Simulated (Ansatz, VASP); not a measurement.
SnSe: VASP beside Ansatz

```
Sn Se
1.0
    11.34335    0.00000    0.00000
     0.00000    4.16188    0.00000
     0.00000    0.00000    4.43007
Sn Se
4 4
Direct
  0.87700 0.75000 0.90900
  0.62300 0.25000 0.40900
  0.37700 0.75000 0.59100
  0.12300 0.25000 0.09100
  0.64300 0.75000 0.98400
  0.85700 0.25000 0.48400
  0.14300 0.75000 0.51600
  0.35700 0.25000 0.01600
```

Alike in both runs: task single point; functional PBE exchange alone; k mesh 3 × 6 × 6; occupations fermi-dirac, width 0.05 eV; no spin polarisation.

|  | VASP | Ansatz |
| --- | --- | --- |
| version | VASP 6.6.1 | Ansatz 0.2.0 |
| potentials or method | VASP PAW PBE potentials, release 64 (Sn_d, Se) | Ansatz PAW |
| plane-wave cutoff (eV) | 520 | 420 |
| valence electrons in the cell | 80 | 120 |

|  | VASP | Ansatz | Ansatz less VASP |
| --- | --- | --- | --- |
| gap on the k mesh at the Fermi level (eV) | 0.66 | 0.66 | +0.006 |
| least direct gap on the mesh (eV) | 0.83 | 0.84 | +0.010 |
| pressure (GPa) | 13.9 | 13.9 | -0.08 |
| traceless stress, the component that is largest in VASP (GPa) | 2.34 | 2.30 | -0.032 |
| rms of the force components (eV/Å) | 0.383 | 0.370 | -0.0127 |

VASP's potentials were made for PBE, not for PBE exchange alone. Atom by atom the forces differ by 0.013 eV/Å (rms over components). VASP's potentials hold 80 valence electrons a cell and Ansatz's 120, so a difference there can come from the potentials and not from the codes.

Noted on Ansatz's run: odd divisions of the mesh miss points on the zone boundary, where band edges often lie, so the gap on the mesh can be too wide.
